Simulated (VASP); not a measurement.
# InP in VASP: relaxation of the atoms with PBE

Aim: the relaxation of the atoms of InP with PBE.

Everything below comes from runs of VASP 6.6.1. Logs are shortened: lines on timing, memory, paths and dates and some standing lists are left out, and cuts for length are marked.

## Step 1: The cell of the first run

The cell holds a slab with vacuum, 16 atoms: a = 8.429 Å, b = 8.429 Å, c = 20.301 Å, α = 90.00°, β = 90.00°, γ = 120.00°.

## Step 2: Relaxation of the atoms, PBE

File INCAR:

```
SYSTEM = InP
PREC = Accurate
ENCUT = 450
EDIFF = 1E-7
ISMEAR = 0
SIGMA = 0.05
LREAL = .False.
LASPH = .True.
NELM = 120
ALGO = Normal
ISIF = 2
LWAVE = .False.
LCHARG = .False.
LDIPOL = .True.
IDIPOL = 3
DIPOL = 0.5 0.5 0.500
GGA = PE
IBRION = 2
NSW = 90
EDIFFG = -0.03
GGA_COMPAT = .False.
NELMIN = 4
NELMDL = -8
```

File KPOINTS:

```
regular mesh
0
Gamma
  2 2 1
  0 0 0
```

File POSCAR:

```
InP
1.0
    8.4288095866      0.0000000000      0.0000000000
   -4.2144047933      7.2995632256      0.0000000000
    0.0000000000      0.0000000000     20.3013088805
P In
8 8
Selective dynamics
Direct
    0.5000000000      0.0000000000      0.3940632620  F F F
    0.5000000000      0.5000000000      0.3940632620  F F F
    0.0000000000      0.0000000000      0.3940632620  F F F
    0.0000000000      0.5000000000      0.3940632620  F F F
    0.6666666667      0.8333333333      0.5635620428  T T T
    0.6666666667      0.3333333333      0.5635620428  T T T
    0.1666666667      0.8333333333      0.5635620428  T T T
    0.1666666667      0.3333333333      0.5635620428  T T T
    0.1666666667      0.8333333333      0.4364379572  F F F
    0.1666666667      0.3333333333      0.4364379572  F F F
    0.6666666667      0.8333333333      0.4364379572  F F F
    0.6666666667      0.3333333333      0.4364379572  F F F
    0.3333333333      0.6666666667      0.6059367380  T T T
    0.3333333333      0.1666666667      0.6059367380  T T T
    0.8333333333      0.6666666667      0.6059367380  T T T
    0.8333333333      0.1666666667      0.6059367380  T T T
```

Potentials or basis: VASP PAW PBE potentials, release 64 (P, In_d).

On the command line:

```sh
> cat potpaw_PBE.64/P/POTCAR potpaw_PBE.64/In_d/POTCAR > POTCAR
> mpirun -np 1 vasp_std > vasp.out
```

OUTCAR:

```text
SYSTEM = InP
   PREC = Accurate
   ENCUT = 450
   EDIFF = 1E-7
   ISMEAR = 0
   LREAL = .False.
   LASPH = .True.
   NELM = 120
   ISIF = 2
   GGA = PE
   IBRION = 2
   NSW = 90
   EDIFFG = -0.03
   NELMIN = 4
   NELMDL = -8

 ion  position               nearest neighbor table
   1  0.500  0.000  0.394-  12 2.58   9 2.58  11 2.58
   2  0.500  0.500  0.394-  11 2.58  10 2.58  12 2.58
   3  0.000  0.000  0.394-  10 2.58  11 2.58   9 2.58
   4  0.000  0.500  0.394-   9 2.58  12 2.58  10 2.58
   5  0.667  0.833  0.564-  15 2.58  11 2.58  16 2.58  13 2.58
   6  0.667  0.333  0.564-  16 2.58  12 2.58  15 2.58  14 2.58
   7  0.167  0.833  0.564-  13 2.58   9 2.58  14 2.58  15 2.58
   8  0.167  0.333  0.564-  14 2.58  10 2.58  13 2.58  16 2.58
   9  0.167  0.833  0.436-   7 2.58   4 2.58   1 2.58   3 2.58
  10  0.167  0.333  0.436-   8 2.58   3 2.58   2 2.58   4 2.58
  11  0.667  0.833  0.436-   5 2.58   2 2.58   3 2.58   1 2.58
  12  0.667  0.333  0.436-   6 2.58   1 2.58   4 2.58   2 2.58
  13  0.333  0.667  0.606-   7 2.58   8 2.58   5 2.58
  14  0.333  0.167  0.606-   8 2.58   7 2.58   6 2.58
  15  0.833  0.667  0.606-   5 2.58   6 2.58   7 2.58
  16  0.833  0.167  0.606-   6 2.58   5 2.58   8 2.58

  LATTYP: Found a hexagonal cell.
 ALAT       =     8.4288095866
 C/A-ratio  =     2.4085618108

  Lattice vectors:

 A1 = (   8.4288095866,   0.0000000000,   0.0000000000)
 A2 = (  -4.2144047933,   7.2995632256,   0.0000000000)
 A3 = (   0.0000000000,   0.0000000000,  20.3013088805)

Analysis of symmetry for initial positions (statically):
=====================================================================
 Subroutine PRICEL returns following result:

  LATTYP: Found a hexagonal cell.
 ALAT       =     4.2144047933
 C/A-ratio  =     4.8171236215

  Lattice vectors:

 A1 = (   4.2144047933,   0.0000000000,   0.0000000000)
 A2 = (  -2.1072023966,   3.6497816128,   0.0000000000)
 A3 = (   0.0000000000,   0.0000000000,  20.3013088805)

   4 primitive cells build up your supercell.

 Routine SETGRP: Setting up the symmetry group for a
 hexagonal supercell.

 Subroutine GETGRP returns: Found  6 space group operations
 (whereof  6 operations were pure point group operations)
 out of a pool of 24 trial point group operations.

The static configuration has the point symmetry C_3v.

Analysis of symmetry for dynamics (positions and initial velocities):
=====================================================================
 Subroutine PRICEL returns following result:

  LATTYP: Found a hexagonal cell.
 ALAT       =     4.2144047933
 C/A-ratio  =     4.8171236215

  Lattice vectors:

 A1 = (   4.2144047933,   0.0000000000,   0.0000000000)
 A2 = (  -2.1072023966,   3.6497816128,   0.0000000000)
 A3 = (   0.0000000000,   0.0000000000,  20.3013088805)

   4 primitive cells build up your supercell.

 Routine SETGRP: Setting up the symmetry group for a
 hexagonal supercell.

 Subroutine GETGRP returns: Found  6 space group operations
 (whereof  6 operations were pure point group operations)
 out of a pool of 24 trial point group operations.

The dynamic configuration has the point symmetry C_3v.

Analysis of constrained symmetry for selective dynamics:
=====================================================================
 Subroutine PRICEL returns following result:

  LATTYP: Found a hexagonal cell.
 ALAT       =     4.2144047933
 C/A-ratio  =     4.8171236215

  Lattice vectors:

 A1 = (   4.2144047933,   0.0000000000,   0.0000000000)
 A2 = (  -2.1072023966,   3.6497816128,   0.0000000000)
 A3 = (   0.0000000000,   0.0000000000,  20.3013088805)

   4 primitive cells build up your supercell.

 Routine SETGRP: Setting up the symmetry group for a
 hexagonal supercell.

 Subroutine GETGRP returns: Found  6 space group operations
 (whereof  6 operations were pure point group operations)
 out of a pool of 24 trial point group operations.

The constrained configuration has the point symmetry C_3v.

 Subroutine INISYM returns: Found  6 space group operations
 (whereof  6 operations are pure point group operations),
 and found     4 'primitive' translations

----------------------------------------------------------------------------------------

                                     Primitive cell

  volume of cell :     312.2678

  direct lattice vectors                    reciprocal lattice vectors
     4.214404793  0.000000000  0.000000000     0.237281431  0.136994498  0.000000000
    -2.107202397  3.649781613  0.000000000     0.000000000  0.273988996  0.000000000
     0.000000000  0.000000000 20.301308880     0.000000000  0.000000000  0.049257908

  length of vectors
     4.214404793  4.214404793 20.301308880     0.273988996  0.273988996  0.049257908

  position of ions in fractional coordinates (direct lattice)
     0.000000000  0.000000000  0.394063262
     0.333333333  0.666666667  0.563562043
     0.333333333  0.666666667  0.436437957
     0.666666667  0.333333333  0.605936738

  ion indices of the primitive-cell ions
   primitive index   ion index
                 1           1
                 2           5
                 3          11
                 4          14

----------------------------------------------------------------------------------------

 KPOINTS: regular mesh

Automatic generation of k-mesh.
 Grid dimensions read from file:
 generate k-points for:    2    2    1

 Generating k-lattice:

  Cartesian coordinates                     Fractional coordinates (reciprocal lattice)
     0.059320358  0.034248625  0.000000000     0.500000000 -0.000000000  0.000000000
     0.000000000  0.068497249  0.000000000     0.000000000  0.500000000  0.000000000
     0.000000000  0.000000000  0.049257908     0.000000000  0.000000000  1.000000000

  Length of vectors
     0.068497249  0.068497249  0.049257908

  Shift w.r.t. Gamma in fractional coordinates (k-lattice)
     0.000000000  0.000000000  0.000000000

 Subroutine IBZKPT returns following result:
 ===========================================

 Found      2 irreducible k-points:

 Following reciprocal coordinates:
            Coordinates               Weight
  0.000000  0.000000  0.000000      1.000000
  0.500000 -0.000000  0.000000      3.000000
   k-points           NKPTS =      2   k-points in BZ     NKDIM =      2   number of bands    NBANDS=     86
   number of dos      NEDOS =    301   number of ions     NIONS =     16
   total plane-waves  NPLWV = 504000
   dimension x,y,z NGX =    60 NGY =   60 NGZ =  140
   dimension x,y,z NGXF=   120 NGYF=  120 NGZF=  280
   ions per type =               8   8
   NGX,Y,Z   is equivalent  to a cutoff of  11.83, 11.83, 11.46 a.u.
   NGXF,Y,Z  is equivalent  to a cutoff of  23.67, 23.67, 22.93 a.u.
 SYSTEM =  InP
   PREC   = accura    normal or accurate (medium, high low for compatibility)
   ISTART =      0    job   : 0-new  1-cont  2-samecut
   ICHARG =      2    charge: 1-file 2-atom 10-const
   ISPIN  =      1    spin polarized calculation?
   LNONCOLLINEAR =      F non collinear calculations
   LSORBIT =      F    spin-orbit coupling
   LASPH  =      T    aspherical Exc in radial PAW
   ENCUT  =  450.0 eV  33.07 Ry    5.75 a.u.  14.58 14.58 35.11*2*pi/ulx,y,z
   NELM   =    120;   NELMIN=  4; NELMDL= -8     # of ELM steps
   EDIFF  = 0.1E-06   stopping-criterion for ELM
   LREAL  =      F    real-space projection
   EDIFFG = -.3E-01   stopping-criterion for IOM
   NSW    =     90    number of steps for IOM
   IBRION =      2    ionic relax: 0-MD 1-quasi-New 2-CG
   NFREE  =      1    steps in history (QN), initial steepest desc. (CG)
   ISIF   =      2    stress and relaxation
   ISYM   =      2    0-nonsym 1-usesym 2-fastsym
   POTIM  = 0.5000    time-step for ionic-motion
   TEBEG  =    0.0;   TEEND  =   0.0 temperature during run
   PSTRESS=    0.0 pullay stress
   NELECT =     144.0000    total number of electrons
   NUPDOWN=      -1.0000    fix difference up-down
   EMIN   =  10.00;   EMAX   =-10.00  energy-range for DOS
   EFERMI =   0.00;   METHOD = LEGACY
   ISMEAR =     0;   SIGMA  =   0.05  broadening in eV -4-tet -1-fermi 0-gaus
   EFERMI_NEDOS =   21; number of points for ismear=-14 and -15
   IALGO  =     38    algorithm
   IMIX   =      4    mixing-type and parameters
     AMIX     =   0.40;   BMIX     =  1.00
     AMIX_MAG =   1.60;   BMIX_MAG =  1.00
  volume/ion in A,a.u.               =      78.07       526.82
  Fermi-wavevector in a.u.,A,eV,Ry     =   0.796771  1.505678  8.637568  0.634843
  Thomas-Fermi vector in A             =   1.903358
   LORBIT       =      0    0 simple, 1 ext, 2 COOP (PROOUT), +10 PAW based schemes
   GGA     = PE    functional components
   LHFCALC =     F    Hartree Fock is set to
   AEXX    =    0.0000 exact exchange contribution
   IVDW    =     0    specifies the selected vdW correction
   LEPSILON=     F    determine dielectric tensor
   LRPA    =     F    only Hartree local field effects (RPA)
 conjugate gradient relaxation of ions
 non-spin polarized calculation
 Gauss-broadening in eV      SIGMA  =   0.05
  energy-cutoff  :      450.00
  volume of cell :     1249.07
 maximum number of plane-waves:     27161
 NGX is ok and might be reduce to    60
   NGX = 29   NGY = 29   NGZ = 71

--------------------------------------- Ionic step        1  -------------------------------------------

 number of electron     143.9999941 magnetization

 Free energy of the ion-electron system (eV)
  ---------------------------------------------------
  ext. energy  EPLUGINS =         0.00000000
  ---------------------------------------------------
  free energy    TOTEN  =       -60.02874318 eV

  energy without entropy =      -60.00791918  energy(sigma->0) =      -60.01833118

------------------------ aborting loop because EDIFF is reached ----------------------------------------

  FORCE on cell =-STRESS in cart. coord.  units (eV):
  Direction    XX          YY          ZZ          XY          YZ          ZX
  --------------------------------------------------------------------------------------
  -------------------------------------------------------------------------------------
  Total       -2.6943026     -2.6943026      3.1560810      0.0000000      0.0000000      0.0000000
  in kB       -3.4559687     -3.4559687      4.0482895      0.0000000      0.0000000      0.0000000
  external PRESSURE =      -0.9545493 kB  Pullay stress =       0.0000000 kB
[... 285 lines left out ...]
  energy  without entropy=      -60.5858909314  energy(sigma->0) =      -60.59294637

--------------------------------------- Ionic step        7  -------------------------------------------

 number of electron     143.9999930 magnetization

 dipolmoment           0.000000      0.000000     -0.905213 electrons x Angstroem

 Free energy of the ion-electron system (eV)
  ---------------------------------------------------
  ext. energy  EPLUGINS =         0.00000000
  ---------------------------------------------------
  free energy    TOTEN  =       -60.60221746 eV

  energy without entropy =      -60.58811271  energy(sigma->0) =      -60.59516509

 E-fermi :  -1.2086     XC(G=0):  -3.7068

 val. band max:       -1.2085880435   @ k =   0.0000   0.0000   0.0000
 cond. band min:      -1.2085877747   @ k =   0.0000   0.0000   0.0000
 fundamental gap:      0.0000002687
 Fermi energy:        -1.2085879056

 k-point     1 :       0.0000    0.0000    0.0000
  band No.  band energies     occupation
      1     -16.7464      2.00000
      2     -16.7464      2.00000
      3     -16.7464      2.00000
      4     -16.7456      2.00000
      5     -16.6025      2.00000
      6     -16.6025      2.00000
[... 76 lines left out ...]
     83       1.0855      0.00000
     84       1.0855      0.00000

 k-point     2 :       0.5000   -0.0000    0.0000
  band No.  band energies     occupation
      1     -16.7355      2.00000
      2     -16.7355      2.00000
      3     -16.7253      2.00000
      4     -16.7253      2.00000
      5     -16.6106      2.00000
      6     -16.6106      2.00000
[... 76 lines left out ...]
     83       1.8444      0.00000
     84       1.8444      0.00000
 [bands above 84 left out]

------------------------ aborting loop because EDIFF is reached ----------------------------------------

 vacuum level on the upper side and lower side of the slab       (xc-potential included)        -1.302         1.284

  FORCE on cell =-STRESS in cart. coord.  units (eV):
  Direction    XX          YY          ZZ          XY          YZ          ZX
  --------------------------------------------------------------------------------------
  -------------------------------------------------------------------------------------
  Total        3.5057049      3.5057049     -1.0222508      0.0000000      0.0000000      0.0000000
  in kB        4.4967504      4.4967504     -1.3112361      0.0000000      0.0000000      0.0000000
  external PRESSURE =       2.5607549 kB  Pullay stress =       0.0000000 kB

 VOLUME and BASIS-vectors are now :
 -----------------------------------------------------------------------------
  energy-cutoff  :      450.00
  volume of cell :     1249.07
      direct lattice vectors                 reciprocal lattice vectors
     8.428809587  0.000000000  0.000000000     0.118640715  0.068497249  0.000000000
    -4.214404793  7.299563226  0.000000000     0.000000000  0.136994498  0.000000000
     0.000000000  0.000000000 20.301308880     0.000000000  0.000000000  0.049257908
[... 22 lines left out ...]
  FREE ENERGIE OF THE ION-ELECTRON SYSTEM (eV)
  ---------------------------------------------------
  free  energy   TOTEN  =       -60.6022174610 eV

  energy  without entropy=      -60.5881127137  energy(sigma->0) =      -60.59516509

 reached required accuracy - stopping structural energy minimisation

 vacuum level on the upper side and lower side of the slab         1.900         4.562
```

Run time: 34 min. Hardware: 1 thread of AMD EPYC 9R45 (Zen 5), shared host; peak memory 1.1 GiB.

Results:

```
Free energy               : -60.6022 eV
Energy gained by relaxing : 35.8 meV/atom
Ionic steps               : 7
Band gap on the k mesh    : zero (filled and empty bands touch)
```

The path:
| step | energy change (eV) | largest force on free atoms (eV/Å) | pressure (GPa) |
| --- | --- | --- | --- |
| 1 | 0.0000 | 1.1296 | -0.10 |
| 2 | -0.2387 | 0.7232 | -0.06 |
| 3 | -0.5060 | 0.2795 | 0.13 |
| 4 | -0.4619 | 0.2330 | 0.34 |
| 5 | -0.5658 | 0.0780 | 0.28 |
| 6 | -0.5713 | 0.0606 | 0.24 |
| 7 | -0.5735 | 0.0229 | 0.26 |

Final structure:
```xyz
16
Lattice="8.4288 0.0000 0.0000 -4.2144 7.2996 0.0000 0.0000 0.0000 20.3013" Properties=species:S:1:pos:R:3 pbc="T T T"
P     4.2144    0.0000    8.0000
P     2.1072    3.6498    8.0000
P     0.0000    0.0000    8.0000
P    -2.1072    3.6498    8.0000
P     2.1072    6.0830   11.7177
P     4.2144    2.4332   11.7177
P    -2.1072    6.0830   11.7177
P     0.0000    2.4332   11.7177
In   -2.1072    6.0830    8.8603
In    0.0000    2.4332    8.8603
In    2.1072    6.0830    8.8603
In    4.2144    2.4332    8.8603
In    0.0000    4.8664   12.1790
In    2.1072    1.2166   12.1790
In    4.2144    4.8664   12.1790
In    6.3216    1.2166   12.1790
```

Levels at points of the mesh, in eV from the Fermi level:
| k point | band 68 | band 69 | band 70 | band 71 | band 72 | band 73 | band 74 | band 75 | band 76 | band 77 |
| --- | --- | --- | --- | --- | --- | --- | --- | --- | --- | --- |
| (0.00, 0.00, 0.00) | -0.83 | -0.83 | -0.83 | -0.19 | 0.00 | 0.00 | 0.65 | 0.65 | 0.65 | 1.09 |
| (0.50, 0.00, 0.00) | -0.87 | -0.65 | -0.65 | -0.42 | -0.42 | 0.69 | 0.69 | 0.85 | 0.85 | 1.59 |

Caveat: the k points lie up to 0.43 Å⁻¹ apart; spin-orbit coupling is left out, which moves the levels of the heavy elements.
